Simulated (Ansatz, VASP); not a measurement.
# One calculation of MnAs, two programs

```
Mn As
1.0
     3.57702    0.00000    0.00000
    -1.78851    3.09779    0.00000
     0.00000    0.00000    5.33399
Mn As
2 2
Direct
  0.00000 0.00000 0.00000
  0.00000 0.00000 0.50000
  0.33333 0.66667 0.25000
  0.66667 0.33333 0.75000
```

Alike in both runs: functional PBEsol; k mesh 12 × 12 × 6; occupations gaussian, width 0.1 eV; collinear spin.

Ansatz relaxed the structure, and its values are those at the end. VASP's run is a single point on that final structure, the one shown.

|  | VASP | Ansatz |
| --- | --- | --- |
| version | VASP 6.6.1 | Ansatz 0.2.0 |
| potentials or method | VASP PAW PBE potentials, release 64 (Mn_pv, As), cutoff 520 eV | scalar-relativistic, plane waves, PAW |
| valence electrons in the cell | 36 | 60 |

|  | VASP | Ansatz | Ansatz less VASP |
| --- | --- | --- | --- |
| gap on the k mesh at the Fermi level (eV) | none | none | - |
| pressure (GPa) | 0.3 | 0.0 | -0.32 |
| net moment per atom (μB) | 1.23 | 1.23 | +0.004 |
| size of the moment on the site where the two differ most (μB) | 2.50 | 2.43 | -0.067 |

VASP's potentials were made for PBE, not for PBEsol. Site moments also hang on the region over which each program counts them. A gap of «none» marks a metal or a gap that the smearing closes. VASP's potentials hold 36 valence electrons a cell and Ansatz's 60, so a difference there can come from the potentials and not from the codes.
